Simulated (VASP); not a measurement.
The system is BN.

```
B N
1.0
     0.00000    1.80482    1.80482
     1.80482    0.00000    1.80482
     1.80482    1.80482    0.00000
B N
1 1
Direct
  0.00000 0.00000 0.00000
  0.75000 0.75000 0.75000
```

Program: VASP 6.6.1. Alike in all runs: task single point; potentials or basis VASP PAW PBE potentials, release 64 (B, N); no spin polarisation; cell as given; cutoff (eV) 520; smearing gaussian 0.01 eV.

Q: Order these runs on this cell by their pressure, lowest first.
A. level PBE; k mesh 12 × 12 × 12
B. level r2SCAN; k mesh 8 × 8 × 8
C. level PBE0; k mesh 8 × 8 × 8; grid for exact exchange (PRECFOCK) Normal

A: C (-3.9 GPa), B (1.1 GPa), A (5.0 GPa).

Caveats: the PAW data sets were made with another functional, which shifts forces and pressure a little (some runs).
